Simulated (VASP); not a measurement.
# Au in VASP: single point with PBE

Aim: the single point of Au with PBE.

All numbers are computed with VASP 6.6.1; they aren't measurements. Logs are shortened: lines on timing, memory, paths and dates and some standing lists are left out, and cuts for length are marked.

**1. The cell of the first run**

The cell holds a slab with vacuum, 1 atom: a = 2.940 Å, b = 2.940 Å, c = 16.000 Å, α = 90.00°, β = 90.00°, γ = 90.00°.

**2. Single point, PBE**

Contents of POSCAR:

```
Au
1.0
    2.9400990585      0.0000000000      0.0000000000
    0.0000000000      2.9400990585      0.0000000000
    0.0000000000      0.0000000000     16.0000000000
Au
1
Direct
    0.0000000000      0.0000000000      0.5000000000
```

Contents of INCAR.step1:

```
SYSTEM = Au
  ALGO = Normal
  DIPOL = 0.5 0.5 0.500
  EDIFF = 1E-6
  ENCUT = 520
  GGA = PE
  IDIPOL = 3
  ISIF = 2
  ISMEAR = -1
  LASPH = .TRUE.
  LCHARG = .TRUE.
  LDIPOL = .TRUE.
  LMAXMIX = 4
  LREAL = .FALSE.
  LWAVE = .FALSE.
  NBANDS = 12
  NELM = 100
  PREC = Accurate
  SIGMA = 0.05
```

Contents of KPOINTS.step1:

```
k-points
0
G
  12 12 1
  0 0 0
```

Contents of INCAR.step2:

```
SYSTEM = Au
  ALGO = Normal
  DIPOL = 0.5 0.5 0.500
  EDIFF = 1E-6
  ENCUT = 520
  GGA = PE
  ICHARG = 11
  IDIPOL = 3
  ISIF = 2
  ISMEAR = -5
  LASPH = .TRUE.
  LCHARG = .FALSE.
  LDIPOL = .TRUE.
  LMAXMIX = 4
  LORBIT = 11
  LREAL = .FALSE.
  LWAVE = .FALSE.
  NBANDS = 12
  NEDOS = 1001
  NELM = 100
  PREC = Accurate
  SIGMA = 0.05
```

Contents of KPOINTS.step2:

```
k-points
0
G
  18 18 1
  0 0 0
```

Potentials or basis: VASP PAW PBE potentials, release 64 (Au).

The run is started by

```
cat potpaw_PBE.64/Au/POTCAR > POTCAR
cp INCAR.step1 INCAR
cp KPOINTS.step1 KPOINTS
mpirun -np 1 vasp_std > vasp.out
cp INCAR.step2 INCAR
cp KPOINTS.step2 KPOINTS
mpirun -np 1 vasp_std > vasp.out
```

OUTCAR:

```text
SYSTEM = Au
   EDIFF = 1E-6
   ENCUT = 520
   GGA = PE
   ICHARG = 11
   ISIF = 2
   ISMEAR = -5
   LASPH = .TRUE.
   LORBIT = 11
   LREAL = .FALSE.
   NELM = 100
   PREC = Accurate

 ion  position               nearest neighbor table
   1  0.000  0.000  0.500-

  LATTYP: Found a simple tetragonal cell.
 ALAT       =     2.9400990585
 C/A-ratio  =     5.4419935117

  Lattice vectors:

 A1 = (   2.9400990585,   0.0000000000,   0.0000000000)
 A2 = (   0.0000000000,   2.9400990585,   0.0000000000)
 A3 = (   0.0000000000,   0.0000000000,  16.0000000000)

Analysis of symmetry for initial positions (statically):
=====================================================================
 Subroutine PRICEL returns:
 Original cell was already a primitive cell.

 Routine SETGRP: Setting up the symmetry group for a
 simple tetragonal supercell.

 Subroutine GETGRP returns: Found 16 space group operations
 (whereof 16 operations were pure point group operations)
 out of a pool of 16 trial point group operations.

The static configuration has the point symmetry D_4h.

Analysis of symmetry for dynamics (positions and initial velocities):
=====================================================================
 Subroutine PRICEL returns:
 Original cell was already a primitive cell.

 Routine SETGRP: Setting up the symmetry group for a
 simple tetragonal supercell.

 Subroutine GETGRP returns: Found 16 space group operations
 (whereof 16 operations were pure point group operations)
 out of a pool of 16 trial point group operations.

The dynamic configuration has the point symmetry D_4h.

 Subroutine INISYM returns: Found 16 space group operations
 (whereof 16 operations are pure point group operations),
 and found     1 'primitive' translations

----------------------------------------------------------------------------------------

                                     Primitive cell

  volume of cell :     138.3069

  direct lattice vectors                    reciprocal lattice vectors
     2.940099058  0.000000000  0.000000000     0.340124594  0.000000000  0.000000000
     0.000000000  2.940099058  0.000000000     0.000000000  0.340124594  0.000000000
     0.000000000  0.000000000 16.000000000     0.000000000  0.000000000  0.062500000

  length of vectors
     2.940099058  2.940099058 16.000000000     0.340124594  0.340124594  0.062500000

  position of ions in fractional coordinates (direct lattice)
     0.000000000  0.000000000  0.500000000

  ion indices of the primitive-cell ions
   primitive index   ion index
                 1           1

----------------------------------------------------------------------------------------

 KPOINTS: k-points

Automatic generation of k-mesh.
 Grid dimensions read from file:
 generate k-points for:   18   18    1

 Generating k-lattice:

  Cartesian coordinates                     Fractional coordinates (reciprocal lattice)
     0.018895811  0.000000000  0.000000000     0.055555556  0.000000000  0.000000000
     0.000000000  0.018895811  0.000000000     0.000000000  0.055555556  0.000000000
     0.000000000  0.000000000  0.062500000     0.000000000  0.000000000  1.000000000

  Length of vectors
     0.018895811  0.018895811  0.062500000

  Shift w.r.t. Gamma in fractional coordinates (k-lattice)
     0.000000000  0.000000000  0.000000000

 TETIRR: Found    495 inequivalent tetrahedra from     1944

 Subroutine IBZKPT returns following result:
 ===========================================

 Found     55 irreducible k-points:

 Following reciprocal coordinates:
            Coordinates               Weight
  0.000000  0.000000  0.000000      1.000000
  0.055556  0.000000  0.000000      4.000000
  0.111111  0.000000  0.000000      4.000000
  0.166667  0.000000  0.000000      4.000000
  0.222222  0.000000  0.000000      4.000000
  0.277778  0.000000  0.000000      4.000000
[... 16 lines left out ...]
  0.277778  0.111111  0.000000      8.000000
  0.333333  0.111111  0.000000      8.000000
 [... further k-points ...]
   k-points           NKPTS =     55   k-points in BZ     NKDIM =     55   number of bands    NBANDS=     12
   number of dos      NEDOS =   1001   number of ions     NIONS =      1
   total plane-waves  NPLWV =  69120
   dimension x,y,z NGX =    24 NGY =   24 NGZ =  120
   dimension x,y,z NGXF=    48 NGYF=   48 NGZF=  240
   ions per type =               1
   NGX,Y,Z   is equivalent  to a cutoff of  13.57, 13.57, 12.47 a.u.
   NGXF,Y,Z  is equivalent  to a cutoff of  27.14, 27.14, 24.94 a.u.
 SYSTEM =  Au
   PREC   = accura    normal or accurate (medium, high low for compatibility)
   ISTART =      0    job   : 0-new  1-cont  2-samecut
   ICHARG =     11    charge: 1-file 2-atom 10-const
   ISPIN  =      1    spin polarized calculation?
   LNONCOLLINEAR =      F non collinear calculations
   LSORBIT =      F    spin-orbit coupling
   LASPH  =      T    aspherical Exc in radial PAW
   ENCUT  =  520.0 eV  38.22 Ry    6.18 a.u.   5.47  5.47 29.75*2*pi/ulx,y,z
   NELM   =    100;   NELMIN=  2; NELMDL=  0     # of ELM steps
   EDIFF  = 0.1E-05   stopping-criterion for ELM
   LREAL  =      F    real-space projection
   EDIFFG = 0.1E-04   stopping-criterion for IOM
   NSW    =      0    number of steps for IOM
   IBRION =     -1    ionic relax: 0-MD 1-quasi-New 2-CG
   NFREE  =      0    steps in history (QN), initial steepest desc. (CG)
   ISIF   =      2    stress and relaxation
   ISYM   =      2    0-nonsym 1-usesym 2-fastsym
   POTIM  = 0.5000    time-step for ionic-motion
   TEBEG  =    0.0;   TEEND  =   0.0 temperature during run
   PSTRESS=    0.0 pullay stress
   NELECT =      11.0000    total number of electrons
   NUPDOWN=      -1.0000    fix difference up-down
   EMIN   =  10.00;   EMAX   =-10.00  energy-range for DOS
   EFERMI =   0.00;   METHOD = LEGACY
   ISMEAR =    -5;   SIGMA  =   0.05  broadening in eV -4-tet -1-fermi 0-gaus
   EFERMI_NEDOS =   21; number of points for ismear=-14 and -15
   IALGO  =     38    algorithm
   IMIX   =      4    mixing-type and parameters
     AMIX     =   0.40;   BMIX     =  1.00
     AMIX_MAG =   1.60;   BMIX_MAG =  1.00
  volume/ion in A,a.u.               =     138.31       933.34
  Fermi-wavevector in a.u.,A,eV,Ry     =   0.704030  1.330424  6.743837  0.495658
  Thomas-Fermi vector in A             =   1.789161
   LORBIT       =     11    0 simple, 1 ext, 2 COOP (PROOUT), +10 PAW based schemes
   GGA     = PE    functional components
   LHFCALC =     F    Hartree Fock is set to
   AEXX    =    0.0000 exact exchange contribution
   IVDW    =     0    specifies the selected vdW correction
   LEPSILON=     F    determine dielectric tensor
   LRPA    =     F    only Hartree local field effects (RPA)
 non-spin polarized calculation
 Fermi weights with tetrahedron method with Bloechl corrections
  energy-cutoff  :      520.00
  volume of cell :      138.31
 maximum number of plane-waves:      3795
 NGX is ok and might be reduce to    24

 number of electron      10.9999999 magnetization

 dipolmoment           0.000000      0.000000      0.000000 electrons x Angstroem

 Free energy of the ion-electron system (eV)
  ---------------------------------------------------
  ext. energy  EPLUGINS =         0.00000000
  ---------------------------------------------------
  free energy    TOTEN  =        -2.32687703 eV

  energy without entropy =       -2.32687703  energy(sigma->0) =       -2.32687703

 E-fermi :  -4.2160     XC(G=0):  -2.6297

 val. band max:       -4.2858640616   @ k =   0.5000   0.5000   0.0000
 cond. band min:      -4.2239808832   @ k =   0.3889   0.0000   0.0000
 fundamental gap:      0.0618831784
 Fermi energy:        -4.2160423932

 k-point     1 :       0.0000    0.0000    0.0000
  band No.  band energies     occupation
      1      -8.8201      2.00000
      2      -7.9753      2.00000
      3      -6.0471      2.00000
      4      -5.4054      2.00000
      5      -5.4054      2.00000
      6      -5.0761      2.00000
      7      -1.5374      0.00000
      8       1.4672      0.00000
      9       2.3089      0.00000
     10       2.6146      0.00000
     11       4.8530      0.00000
     12       5.4554      0.00000

 k-point     2 :       0.0556    0.0000    0.0000
  band No.  band energies     occupation
      1      -8.7527      2.00000
      2      -7.9390      2.00000
      3      -6.0328      2.00000
      4      -5.4679      2.00000
      5      -5.4015      2.00000
      6      -5.1079      2.00000
      7      -1.4468      0.00000
      8       1.5191      0.00000
      9       2.3664      0.00000
     10       2.6659      0.00000
     11       4.9114      0.00000
     12       5.5044      0.00000

 k-point     3 :       0.1111    0.0000    0.0000
  band No.  band energies     occupation
      1      -8.5723      2.00000
      2      -7.8119      2.00000
      3      -5.9906      2.00000
      4      -5.6365      2.00000
      5      -5.3903      2.00000
      6      -5.1983      2.00000
      7      -1.1910      0.00000
      8       1.6749      0.00000
      9       2.5378      0.00000
     10       2.8201      0.00000
     11       5.0852      0.00000
     12       5.6510      0.00000

 k-point     4 :       0.1667    0.0000    0.0000
  band No.  band energies     occupation
      1      -8.3524      2.00000
      2      -7.5313      2.00000
      3      -5.9216      2.00000
      4      -5.8689      2.00000
      5      -5.3730      2.00000
      6      -5.3329      2.00000
      7      -0.8042      0.00000
      8       1.9347      0.00000
      9       2.8204      0.00000
     10       3.0772      0.00000
     11       5.3702      0.00000
     12       5.8912      0.00000

 k-point     5 :       0.2222    0.0000    0.0000
  band No.  band energies     occupation
      1      -8.1721      2.00000
      2      -7.0401      2.00000
      3      -6.1231      2.00000
      4      -5.8236      2.00000
      5      -5.4924      2.00000
      6      -5.3517      2.00000
      7      -0.3182      0.00000
      8       2.2985      0.00000
      9       3.2098      0.00000
     10       3.4369      0.00000
     11       5.5538      0.00000
     12       5.7578      0.00000
[... 228 lines left out ...]
      1      -8.0147      2.00000
      2      -7.4704      2.00000
      3      -5.8774      2.00000
      4      -5.8645      2.00000
      5      -5.5629      2.00000
      6      -5.4446      2.00000
      7      -0.4837      0.00000
      8       2.1428      0.00000
      9       3.0501      0.00000
     10       3.2834      0.00000
     11       5.6048      0.00000
     12       6.0878      0.00000

 k-point    22 :       0.2222    0.1111    0.0000
  band No.  band energies     occupation
      1      -7.8299      2.00000
      2      -7.0066      2.00000
      3      -6.1037      2.00000
      4      -5.8260      2.00000
      5      -5.5433      2.00000
      6      -5.5422      2.00000
      7      -0.0074      0.00000
      8       2.5068      0.00000
      9       3.4401      0.00000
     10       3.6435      0.00000
     11       5.8658      0.00000
     12       5.9944      0.00000

 k-point    23 :       0.2778    0.1111    0.0000
  band No.  band energies     occupation
      1      -7.7076      2.00000
      2      -6.4270      2.00000
      3      -6.3385      2.00000
      4      -5.8645      2.00000
      5      -5.5173      2.00000
      6      -5.4327      2.00000
      7       0.5483      0.00000
      8       2.9733      0.00000
      9       3.9306      0.00000
     10       4.0764      0.00000
     11       4.3460      0.00000
     12       6.4668      0.00000

 k-point    24 :       0.3333    0.1111    0.0000
  band No.  band energies     occupation
      1      -7.6110      2.00000
      2      -6.5425      2.00000
      3      -6.1523      2.00000
      4      -5.8286      2.00000
      5      -5.4915      2.00000
      6      -4.9077      2.09541
      7       1.1637      0.00000
      8       2.7451      0.00000
      9       3.5626      0.00000
     10       4.5084      0.00000
     11       4.6909      0.00000
     12       6.9078      0.00000

 [... further k-points ...]

------------------------ aborting loop because EDIFF is reached ----------------------------------------

 vacuum level on the upper side and lower side of the slab       (xc-potential included)        -0.010        -0.010

  FORCE on cell =-STRESS in cart. coord.  units (eV):
  Direction    XX          YY          ZZ          XY          YZ          ZX
  --------------------------------------------------------------------------------------
  -------------------------------------------------------------------------------------
  Total       -2.6569509     -2.6569509      0.0188873      0.0000000      0.0000000      0.0000000
  in kB      -30.7786946    -30.7786946      0.2187948      0.0000000      0.0000000      0.0000000
  external PRESSURE =     -20.4461981 kB  Pullay stress =       0.0000000 kB

 VOLUME and BASIS-vectors are now :
 -----------------------------------------------------------------------------
  energy-cutoff  :      520.00
  volume of cell :      138.31
      direct lattice vectors                 reciprocal lattice vectors
     2.940099058  0.000000000  0.000000000     0.340124594  0.000000000  0.000000000
     0.000000000  2.940099058  0.000000000     0.000000000  0.340124594  0.000000000
     0.000000000  0.000000000 16.000000000     0.000000000  0.000000000  0.062500000

 POSITION                                       TOTAL-FORCE (eV/Angst)
 -----------------------------------------------------------------------------------
      0.00000      0.00000      8.00000         0.000000      0.000000      0.000000
 -----------------------------------------------------------------------------------
    total drift:                               -0.000000     -0.000000      0.000000

  FREE ENERGIE OF THE ION-ELECTRON SYSTEM (eV)
  ---------------------------------------------------
  free  energy   TOTEN  =        -2.3268770280 eV

  energy  without entropy=       -2.3268770280  energy(sigma->0) =       -2.32687703

 vacuum level on the upper side and lower side of the slab         1.740         1.740

 total charge

# of ion       s       p       d       tot
------------------------------------------
    1        0.540   0.100   8.833   9.473
```

Wall time 56 s (1 thread of AMD EPYC 9R45 (Zen 5), shared host); peak memory 0.24 GiB.

What came out:

* Valence electrons inside the program's atomic spheres: Au 9.47

Caveat: spin-orbit coupling is left out, which moves the levels of the heavy elements; tetrahedron occupations give inexact forces and stress in metals.
